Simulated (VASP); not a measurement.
# Mg (Fm-3m) in VASP: single point with PBE

Aim: the single point of Mg with PBE.

Everything below comes from runs of VASP 6.6.1. Logs are shortened: lines on timing, memory, paths and dates and some standing lists are left out, and cuts for length are marked.

### Step 1. The cell of the first run

Symmetry: Fm-3m, No. 225, cubic system. Conventional cell: a = 6.924 Å, b = 6.924 Å, c = 6.924 Å, α = 90.00°, β = 90.00°, γ = 90.00°. Mg (site symmetry -43m) has 10 Mg at 3.00 to 3.46 Å within 3.9 Å. Within 3.9 Å of Mg (site symmetry m-3m) lie 8 Mg at 3.00 Å.

The cell was built from a structure type or drawn by symmetry, and may not be a known phase.

### Step 2. Single point, PBE

Contents of INCAR:

```
PREC     = Accurate       # precision mode
ENCUT    = 520            # plane-wave cutoff, eV
EDIFF    = 1E-7           # SCF threshold, eV
ISMEAR   = 0              # smearing method
SIGMA    = 0.1            # smearing width, eV
LREAL    = False          # projectors in reciprocal space
LASPH    = True           # aspherical terms in the spheres
NELM     = 60             # most SCF steps
ALGO     = Normal         # electronic algorithm
ISIF     = 2              # what is computed and relaxed
LWAVE    = False          # write WAVECAR
LCHARG   = False          # write CHGCAR
GGA      = PE             # functional
NBANDS   = 10             # bands
```

Contents of KPOINTS:

```
regular mesh
0
Gamma
  4 4 4
```

Contents of POSCAR:

```
Mg
1.0
    0.0000000000      3.4620473500      3.4620473500
    3.4620473500      0.0000000000      3.4620473500
    3.4620473500      3.4620473500      0.0000000000
Mg
3
Direct
    0.2500000000      0.2500000000      0.2500000000
    0.5000000000      0.5000000000      0.5000000000
    0.7500000000      0.7500000000      0.7500000000
```

Potentials or basis: VASP PAW PBE potentials, release 64 (Mg).

Started as:

```sh
$ cat potpaw_PBE.64/Mg/POTCAR > POTCAR
$ mpirun -np 1 vasp_std > vasp.out
```

OUTCAR:

```text
PREC = Accurate
   ENCUT = 520
   EDIFF = 1E-7
   ISMEAR = 0
   LREAL = False
   LASPH = True
   NELM = 60
   ISIF = 2
   GGA = PE

 ion  position               nearest neighbor table
   1  0.250  0.250  0.250-   2 3.00   2 3.00   2 3.00   2 3.00   3 3.46   3 3.46   3 3.46   3 3.46
                             3 3.46   3 3.46
   2  0.500  0.500  0.500-   1 3.00   1 3.00   1 3.00   3 3.00   3 3.00   3 3.00   3 3.00   1 3.00

   3  0.750  0.750  0.750-   2 3.00   2 3.00   2 3.00   2 3.00   1 3.46   1 3.46   1 3.46   1 3.46
                             1 3.46   1 3.46

  LATTYP: Found a face centered cubic cell.
 ALAT       =     6.9240947000

  Lattice vectors:

 A1 = (   0.0000000000,   3.4620473500,   3.4620473500)
 A2 = (   3.4620473500,   0.0000000000,   3.4620473500)
 A3 = (   3.4620473500,   3.4620473500,   0.0000000000)

Analysis of symmetry for initial positions (statically):
=====================================================================
 Subroutine PRICEL returns:
 Original cell was already a primitive cell.

 Routine SETGRP: Setting up the symmetry group for a
 face centered cubic supercell.

 Subroutine GETGRP returns: Found 48 space group operations
 (whereof 48 operations were pure point group operations)
 out of a pool of 48 trial point group operations.

The static configuration has the point symmetry O_h .

Analysis of symmetry for dynamics (positions and initial velocities):
=====================================================================
 Subroutine PRICEL returns:
 Original cell was already a primitive cell.

 Routine SETGRP: Setting up the symmetry group for a
 face centered cubic supercell.

 Subroutine GETGRP returns: Found 48 space group operations
 (whereof 48 operations were pure point group operations)
 out of a pool of 48 trial point group operations.

The dynamic configuration has the point symmetry O_h .

 Subroutine INISYM returns: Found 48 space group operations
 (whereof 48 operations are pure point group operations),
 and found     1 'primitive' translations

----------------------------------------------------------------------------------------

                                     Primitive cell

  volume of cell :      82.9906

  direct lattice vectors                    reciprocal lattice vectors
     0.000000000  3.462047350  3.462047350    -0.144423212  0.144423212  0.144423212
     3.462047350  0.000000000  3.462047350     0.144423212 -0.144423212  0.144423212
     3.462047350  3.462047350  0.000000000     0.144423212  0.144423212 -0.144423212

[... 76 lines left out ...]
   POTIM  = 0.5000    time-step for ionic-motion
   TEBEG  =    0.0;   TEEND  =   0.0 temperature during run
   PSTRESS=    0.0 pullay stress
   NELECT =       6.0000    total number of electrons
   NUPDOWN=      -1.0000    fix difference up-down
   EMIN   =  10.00;   EMAX   =-10.00  energy-range for DOS
   EFERMI =   0.00;   METHOD = LEGACY
   ISMEAR =     0;   SIGMA  =   0.10  broadening in eV -4-tet -1-fermi 0-gaus
   EFERMI_NEDOS =   21; number of points for ismear=-14 and -15
   IALGO  =     38    algorithm
   IMIX   =      4    mixing-type and parameters
     AMIX     =   0.40;   BMIX     =  1.00
     AMIX_MAG =   1.60;   BMIX_MAG =  1.00
  volume/ion in A,a.u.               =      27.66       186.68
  Fermi-wavevector in a.u.,A,eV,Ry     =   0.681997  1.288787  6.328334  0.465119
  Thomas-Fermi vector in A             =   1.760942
   LORBIT       =      0    0 simple, 1 ext, 2 COOP (PROOUT), +10 PAW based schemes
   GGA     = PE    functional components
   LHFCALC =     F    Hartree Fock is set to
   AEXX    =    0.0000 exact exchange contribution
   IVDW    =     0    specifies the selected vdW correction
   LEPSILON=     F    determine dielectric tensor
   LRPA    =     F    only Hartree local field effects (RPA)
 non-spin polarized calculation
 Gauss-broadening in eV      SIGMA  =   0.10
  energy-cutoff  :      520.00
  volume of cell :       82.99
 maximum number of plane-waves:      2252
   NGX = 19   NGY = 19   NGZ = 19

 number of electron       6.0000000 magnetization

 Free energy of the ion-electron system (eV)
  ---------------------------------------------------
  ext. energy  EPLUGINS =         0.00000000
  ---------------------------------------------------
  free energy    TOTEN  =        -3.62456989 eV

  energy without entropy =       -3.60013612  energy(sigma->0) =       -3.61235300

 E-fermi :   1.7085     XC(G=0):  -7.8206

 val. band max:        1.7001982618   @ k =   0.5000   0.2500   0.0000
 cond. band min:       1.7869960720   @ k =   0.2500   0.2500   0.0000
 fundamental gap:      0.0867978102
 Fermi energy:         1.7084602741

 k-point     1 :       0.0000    0.0000    0.0000
  band No.  band energies     occupation
      1      -4.5901      2.00000
      2       3.7592      0.00000
      3       3.7592      0.00000
      4       3.7592      0.00000
      5       4.1031      0.00000
      6       4.1031      0.00000
      7       4.1031      0.00000
      8       5.6707      0.00000
      9       6.9887      0.00000
     10       7.0189      0.00000
[... 79 lines left out ...]
 k-point     8 :      -0.2500    0.5000    0.2500
  band No.  band energies     occupation
      1      -1.2603      2.00000
      2      -0.9116      2.00000
      3      -0.9116      2.00000
      4       0.1842      2.00000
      5       4.9426      0.00000
      6       4.9426      0.00000
      7       5.5645      0.00000
      8       6.0469      0.00000
      9       9.3423      0.00000
     10      10.6543      0.00000

------------------------ aborting loop because EDIFF is reached ----------------------------------------

  FORCE on cell =-STRESS in cart. coord.  units (eV):
  Direction    XX          YY          ZZ          XY          YZ          ZX
  --------------------------------------------------------------------------------------
  -------------------------------------------------------------------------------------
  Total        0.2525699      0.2525699      0.2525699      0.0000000      0.0000000      0.0000000
  in kB        4.8759947      4.8759947      4.8759947      0.0000000      0.0000000      0.0000000
  external PRESSURE =       4.8759947 kB  Pullay stress =       0.0000000 kB

 VOLUME and BASIS-vectors are now :
 -----------------------------------------------------------------------------
  energy-cutoff  :      520.00
  volume of cell :       82.99
      direct lattice vectors                 reciprocal lattice vectors
     0.000000000  3.462047350  3.462047350    -0.144423212  0.144423212  0.144423212
     3.462047350  0.000000000  3.462047350     0.144423212 -0.144423212  0.144423212
     3.462047350  3.462047350  0.000000000     0.144423212  0.144423212 -0.144423212

 POSITION                                       TOTAL-FORCE (eV/Angst)
 -----------------------------------------------------------------------------------
      1.73102      1.73102      1.73102        -0.000000     -0.000000     -0.000000
      3.46205      3.46205      3.46205         0.000000     -0.000000     -0.000000
      5.19307      5.19307      5.19307         0.000000      0.000000      0.000000
 -----------------------------------------------------------------------------------
    total drift:                                0.000000     -0.000000     -0.000000

  FREE ENERGIE OF THE ION-ELECTRON SYSTEM (eV)
  ---------------------------------------------------
  free  energy   TOTEN  =        -3.6245698870 eV

  energy  without entropy=       -3.6001361219  energy(sigma->0) =       -3.61235300
```

Run time: 4.7 s. Hardware: 1 thread of Intel Xeon 6975P-C (Granite Rapids), shared host; peak memory 0.19 GiB.

What came out:

* Free energy: -3.6246 eV
* Pressure: 0.5 GPa
* Band gap on the k mesh: zero (bands 3 and 4 overlap by 3.57 eV)

Levels at points of the mesh, in eV from the Fermi level:
```csv
k point,band 1,band 2,band 3,band 4,band 5
"(0.00, 0.00, 0.00)",-6.30,2.05,2.05,2.05,2.39
"(0.50, 0.00, 0.00)",-4.33,-3.61,1.13,1.13,2.19
"(0.50, 0.50, 0.00)",-3.38,-3.21,-0.52,-0.52,-0.21
```

Caveat: the k points lie up to 0.39 Å⁻¹ apart, too coarse for converged energies and pressures of a metal.
